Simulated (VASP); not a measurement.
# B2P (R-3m) in VASP: a series of runs

B2P is run at these levels: revPBE, BLYP; tasks: single point.

Everything below comes from runs of VASP 6.6.1. Logs are shortened: lines on timing, memory, paths and dates and some standing lists are left out, and cuts for length are marked.

## (1) The cell of the first run

The structure is trigonal, space group R-3m (No. 166). Conventional cell: a = 3.030 Å, b = 3.030 Å, c = 11.775 Å, α = 90.00°, β = 90.00°, γ = 120.00°. B (site symmetry 3m) has 1 B at 1.66 Å and 3 P at 2.08 Å within 2.2 Å. P (site symmetry -3m) has 6 B at 2.08 Å within 2.8 Å.

## (2) Single point, revPBE

INCAR

```
PREC = Accurate
ENCUT = 520
EDIFF = 1E-6
ISMEAR = -1
SIGMA = 0.05
LREAL = F
LASPH = T
NELM = 60
ALGO = Normal
ISIF = 2
LWAVE = F
LCHARG = T
GGA = RE
LELF = T
LVHAR = T
NBANDS = 12
```

KPOINTS

```
Automatic mesh
0
Gamma
  10 10 10
```

POSCAR

```
B2P
1.0
    1.5151200000      0.8747500000      3.9248800000
   -1.5151200000      0.8747500000      3.9248800000
    0.0000000000     -1.7495000000      3.9248800000
B P
2 1
Direct
    0.4293400000      0.4293400000      0.4293400000
    0.5706600000      0.5706600000      0.5706600000
    0.0000000000      0.0000000000      0.0000000000
```

Potentials or basis: VASP PAW PBE potentials, release 64 (B, P).

On the command line:

```sh
$ cat potpaw_PBE.64/B/POTCAR potpaw_PBE.64/P/POTCAR > POTCAR
$ mpirun -np 1 vasp_std > vasp.out
```

OUTCAR:

```text
PREC = Accurate
   ENCUT = 520
   EDIFF = 1E-6
   ISMEAR = -1
   LREAL = F
   LASPH = T
   NELM = 60
   ISIF = 2
   GGA = RE

 ion  position               nearest neighbor table
   1  0.429  0.429  0.429-   2 1.66   3 2.08   3 2.08   3 2.08
   2  0.571  0.571  0.571-   1 1.66   3 2.08   3 2.08   3 2.08
   3  0.000  0.000  0.000-   2 2.08   1 2.08   2 2.08   2 2.08   1 2.08   1 2.08

  LATTYP: Found a trigonal (rhomboedric) cell.
 ALAT       =     4.2971454701
 COS(alpha) =     0.7513640370

  Lattice vectors:

 A1 = (   1.5151200000,   0.8747500000,   3.9248800000)
 A2 = (  -1.5151200000,   0.8747500000,   3.9248800000)
 A3 = (   0.0000000000,  -1.7495000000,   3.9248800000)

Analysis of symmetry for initial positions (statically):
=====================================================================
 Subroutine PRICEL returns:
 Original cell was already a primitive cell.

 Routine SETGRP: Setting up the symmetry group for a
 trigonal (rhombohedral) supercell.

 Subroutine GETGRP returns: Found 12 space group operations
 (whereof 12 operations were pure point group operations)
 out of a pool of 12 trial point group operations.

The static configuration has the point symmetry D_3d.

Analysis of symmetry for dynamics (positions and initial velocities):
=====================================================================
 Subroutine PRICEL returns:
 Original cell was already a primitive cell.

 Routine SETGRP: Setting up the symmetry group for a
 trigonal (rhombohedral) supercell.

 Subroutine GETGRP returns: Found 12 space group operations
 (whereof 12 operations were pure point group operations)
 out of a pool of 12 trial point group operations.

The dynamic configuration has the point symmetry D_3d.

 Subroutine INISYM returns: Found 12 space group operations
 (whereof 12 operations are pure point group operations),
 and found     1 'primitive' translations

----------------------------------------------------------------------------------------

                                     Primitive cell

  volume of cell :      31.2111

  direct lattice vectors                    reciprocal lattice vectors
     1.515120000  0.874750000  3.924880000     0.330006864  0.190530628  0.084928287
    -1.515120000  0.874750000  3.924880000    -0.330006864  0.190530628  0.084928287
     0.000000000 -1.749500000  3.924880000     0.000000000 -0.381061256  0.084928287

  length of vectors
     4.297145470  4.297145470  4.297142453     0.390409099  0.390409099  0.390410674

  position of ions in fractional coordinates (direct lattice)
     0.429340000  0.429340000  0.429340000
     0.570660000  0.570660000  0.570660000
     0.000000000  0.000000000  0.000000000

  ion indices of the primitive-cell ions
   primitive index   ion index
                 1           1
                 2           2
                 3           3

----------------------------------------------------------------------------------------

 KPOINTS: Automatic mesh

Automatic generation of k-mesh.
 Grid dimensions read from file:
 generate k-points for:   10   10   10

 Generating k-lattice:

  Cartesian coordinates                     Fractional coordinates (reciprocal lattice)
     0.033000686  0.019053063  0.008492829     0.100000000  0.000000000  0.000000000
    -0.033000686  0.019053063  0.008492829     0.000000000  0.100000000  0.000000000
     0.000000000 -0.038106126  0.008492829     0.000000000  0.000000000  0.100000000

  Length of vectors
     0.039040910  0.039040910  0.039041067

  Shift w.r.t. Gamma in fractional coordinates (k-lattice)
     0.000000000  0.000000000  0.000000000

 Subroutine IBZKPT returns following result:
 ===========================================

 Found    116 irreducible k-points:

 Following reciprocal coordinates:
            Coordinates               Weight
  0.000000  0.000000  0.000000      1.000000
  0.100000  0.000000  0.000000      6.000000
  0.200000  0.000000  0.000000      6.000000
  0.300000  0.000000  0.000000      6.000000
  0.400000  0.000000  0.000000      6.000000
  0.500000  0.000000  0.000000      3.000000
[... 16 lines left out ...]
  0.300000  0.300000  0.000000      6.000000
  0.400000  0.300000  0.000000     12.000000
 [... further k-points ...]
   k-points           NKPTS =    116   k-points in BZ     NKDIM =    116   number of bands    NBANDS=     12
   number of dos      NEDOS =    301   number of ions     NIONS =      3
   total plane-waves  NPLWV =  32768
   dimension x,y,z NGX =    32 NGY =   32 NGZ =   32
   dimension x,y,z NGXF=    64 NGYF=   64 NGZF=   64
   ions per type =               2   1
   NGX,Y,Z   is equivalent  to a cutoff of  12.38, 12.38, 12.38 a.u.
   NGXF,Y,Z  is equivalent  to a cutoff of  24.76, 24.76, 24.76 a.u.
 SYSTEM =  unknown system
   PREC   = accura    normal or accurate (medium, high low for compatibility)
   ISTART =      0    job   : 0-new  1-cont  2-samecut
   ICHARG =      2    charge: 1-file 2-atom 10-const
   ISPIN  =      1    spin polarized calculation?
   LNONCOLLINEAR =      F non collinear calculations
   LSORBIT =      F    spin-orbit coupling
   LASPH  =      T    aspherical Exc in radial PAW
   ENCUT  =  520.0 eV  38.22 Ry    6.18 a.u.   7.99  7.99  7.99*2*pi/ulx,y,z
   NELM   =     60;   NELMIN=  2; NELMDL= -5     # of ELM steps
   EDIFF  = 0.1E-05   stopping-criterion for ELM
   LREAL  =      F    real-space projection
   EDIFFG = 0.1E-04   stopping-criterion for IOM
   NSW    =      0    number of steps for IOM
   IBRION =     -1    ionic relax: 0-MD 1-quasi-New 2-CG
   NFREE  =      0    steps in history (QN), initial steepest desc. (CG)
   ISIF   =      2    stress and relaxation
   ISYM   =      2    0-nonsym 1-usesym 2-fastsym
   POTIM  = 0.5000    time-step for ionic-motion
   TEBEG  =    0.0;   TEEND  =   0.0 temperature during run
   PSTRESS=    0.0 pullay stress
   NELECT =      11.0000    total number of electrons
   NUPDOWN=      -1.0000    fix difference up-down
   EMIN   =  10.00;   EMAX   =-10.00  energy-range for DOS
   EFERMI =   0.00;   METHOD = LEGACY
   ISMEAR =    -1;   SIGMA  =   0.05  broadening in eV -4-tet -1-fermi 0-gaus
   EFERMI_NEDOS =   21; number of points for ismear=-14 and -15
   IALGO  =     38    algorithm
   IMIX   =      4    mixing-type and parameters
     AMIX     =   0.40;   BMIX     =  1.00
     AMIX_MAG =   1.60;   BMIX_MAG =  1.00
  volume/ion in A,a.u.               =      10.40        70.21
  Fermi-wavevector in a.u.,A,eV,Ry     =   1.156386  2.185253 18.194102  1.337229
  Thomas-Fermi vector in A             =   2.293007
   LORBIT       =      0    0 simple, 1 ext, 2 COOP (PROOUT), +10 PAW based schemes
   GGA     = RE    functional components
   LHFCALC =     F    Hartree Fock is set to
   AEXX    =    0.0000 exact exchange contribution
   IVDW    =     0    specifies the selected vdW correction
   LEPSILON=     F    determine dielectric tensor
   LRPA    =     F    only Hartree local field effects (RPA)
 non-spin polarized calculation
  energy-cutoff  :      520.00
  volume of cell :       31.21
 maximum number of plane-waves:       866
   NGX = 15   NGY = 15   NGZ = 15

 number of electron      11.0000000 magnetization

 Free energy of the ion-electron system (eV)
  ---------------------------------------------------
  ext. energy  EPLUGINS =         0.00000000
  ---------------------------------------------------
  free energy    TOTEN  =       -16.13713812 eV

  energy without entropy =      -16.12933924  energy(sigma->0) =      -16.13323868

 E-fermi :   7.0456     XC(G=0): -11.1233

 val. band max:        7.0342773198   @ k =  -0.4000   0.2000  -0.0000
 cond. band min:       7.0507479705   @ k =   0.2000   0.1000   0.1000
 fundamental gap:      0.0164706507
 Fermi energy:         7.0456449489

 k-point     1 :       0.0000    0.0000    0.0000
  band No.  band energies     occupation
      1      -8.7427      2.00000
      2       0.4142      2.00000
      3       0.4951      2.00000
      4       7.1336      0.29403
      5       7.1336      0.29390
      6      10.1627      0.00000
      7      10.1628      0.00000
      8      13.1199      0.00000
      9      13.1200      0.00000
     10      13.6550      0.00000
     11      15.0787      0.00000
     12      17.6817      0.00000

 k-point     2 :       0.1000    0.0000    0.0000
  band No.  band energies     occupation
      1      -8.5465      2.00000
      2       0.1458      2.00000
      3       1.0660      2.00000
      4       5.8784      2.00000
      5       6.7641      1.99286
      6       9.5177      0.00000
      7       9.8899      0.00000
      8      12.3112      0.00000
      9      13.6946      0.00000
     10      14.7638      0.00000
     11      15.9549      0.00000
     12      16.3738      0.00000

 k-point     3 :       0.2000    0.0000    0.0000
  band No.  band energies     occupation
      1      -7.9609      2.00000
      2       0.1226      2.00000
      3       1.9397      2.00000
      4       3.4921      2.00000
      5       6.0376      2.00000
      6       8.1191      0.00000
      7       9.1792      0.00000
      8      10.9835      0.00000
      9      14.6278      0.00000
     10      15.2569      0.00000
     11      16.8980      0.00000
     12      17.3424      0.00000

 k-point     4 :       0.3000    0.0000    0.0000
  band No.  band energies     occupation
      1      -6.9982      2.00000
      2       0.0073      2.00000
      3       1.4026      2.00000
      4       2.9781      2.00000
      5       5.3802      2.00000
      6       6.5488      1.99990
      7       8.4346      0.00000
      8       9.8213      0.00000
      9      13.5844      0.00000
     10      16.7030      0.00000
     11      17.2966      0.00000
     12      19.3388      0.00000

 k-point     5 :       0.4000    0.0000    0.0000
  band No.  band energies     occupation
      1      -5.7021      2.00000
      2      -1.6897      2.00000
      3       1.3351      2.00000
      4       3.9150      2.00000
      5       4.9532      2.00000
      6       5.2097      2.00000
      7       7.9198      0.00000
      8       9.0288      0.00000
      9      12.8924      0.00000
     10      15.5921      0.00000
     11      19.1927      0.00000
     12      21.1301      0.00000
[... 228 lines left out ...]
      1      -5.2478      2.00000
      2      -1.0269      2.00000
      3       1.2711      2.00000
      4       2.2885      2.00000
      5       3.4199      2.00000
      6       5.3441      2.00000
      7       6.6161      1.99963
      8      12.4957      0.00000
      9      14.8409      0.00000
     10      16.4128      0.00000
     11      17.8878      0.00000
     12      18.8927      0.00000

 k-point    22 :      -0.2000    0.2000    0.0000
  band No.  band energies     occupation
      1      -6.4965      2.00000
      2       0.7110      2.00000
      3       1.6359      2.00000
      4       2.2497      2.00000
      5       3.0389      2.00000
      6       6.3476      2.00000
      7       6.9792      1.58160
      8      13.0934      0.00000
      9      14.0488      0.00000
     10      16.0581      0.00000
     11      16.9315      0.00000
     12      18.8552      0.00000

 k-point    23 :       0.3000    0.3000    0.0000
  band No.  band energies     occupation
      1      -6.8519      2.00000
      2      -0.5727      2.00000
      3       1.3354      2.00000
      4       3.3171      2.00000
      5       4.5892      2.00000
      6       6.0230      2.00000
      7      10.5914      0.00000
      8      10.9876      0.00000
      9      14.6888      0.00000
     10      14.8756      0.00000
     11      17.8536      0.00000
     12      18.9713      0.00000

 k-point    24 :       0.4000    0.3000    0.0000
  band No.  band energies     occupation
      1      -6.0576      2.00000
      2      -0.3229      2.00000
      3       0.2573      2.00000
      4       2.6959      2.00000
      5       3.4453      2.00000
      6       6.7145      1.99735
      7      10.0305      0.00000
      8      11.4334      0.00000
      9      13.9787      0.00000
     10      15.6056      0.00000
     11      17.7655      0.00000
     12      19.0401      0.00000

 [... further k-points ...]

------------------------ aborting loop because EDIFF is reached ----------------------------------------

  FORCE on cell =-STRESS in cart. coord.  units (eV):
  Direction    XX          YY          ZZ          XY          YZ          ZX
  --------------------------------------------------------------------------------------
  -------------------------------------------------------------------------------------
  Total        0.2236500      0.2236474      0.3977398      0.0000000      0.0000000      0.0000000
  in kB       11.4807638     11.4806342     20.4174280      0.0000000      0.0000000      0.0000000
  external PRESSURE =      14.4596087 kB  Pullay stress =       0.0000000 kB

 VOLUME and BASIS-vectors are now :
 -----------------------------------------------------------------------------
  energy-cutoff  :      520.00
  volume of cell :       31.21
      direct lattice vectors                 reciprocal lattice vectors
     1.515120000  0.874750000  3.924880000     0.330006864  0.190530628  0.084928287
    -1.515120000  0.874750000  3.924880000    -0.330006864  0.190530628  0.084928287
     0.000000000 -1.749500000  3.924880000     0.000000000 -0.381061256  0.084928287

 POSITION                                       TOTAL-FORCE (eV/Angst)
 -----------------------------------------------------------------------------------
      0.00000      0.00000      5.05532        -0.000000     -0.000000      0.022663
      0.00000      0.00000      6.71932         0.000000      0.000000     -0.022663
      0.00000      0.00000      0.00000        -0.000000     -0.000000      0.000000
 -----------------------------------------------------------------------------------
    total drift:                               -0.000000     -0.000000      0.000000

  FREE ENERGIE OF THE ION-ELECTRON SYSTEM (eV)
  ---------------------------------------------------
  free  energy   TOTEN  =       -16.1371381246 eV

  energy  without entropy=      -16.1293392381  energy(sigma->0) =      -16.13323868
```

It took 75 s on 1 thread of Intel Xeon 8259CL, shared host; peak memory 0.19 GiB.

Results:

```yaml
Free_energy: -16.1371 eV
Pressure: 1.4 GPa
Largest_force: 0.023 eV/Å
Band_gap_on_the_k_mesh: zero (an odd number of electrons rules out a gap without spin polarisation)
```

Forces on the atoms (eV/Å):
```
B    0.000  0.000  0.023
B    0.000  0.000 -0.023
P    0.000  0.000  0.000
```

Stress tensor (GPa, compression positive):
```
1.15 0.00 0.00
0.00 1.15 0.00
0.00 0.00 2.04
```

Caveat: the PAW data sets were made with another functional, which shifts forces and pressure a little.

[end of part 1 of 2]
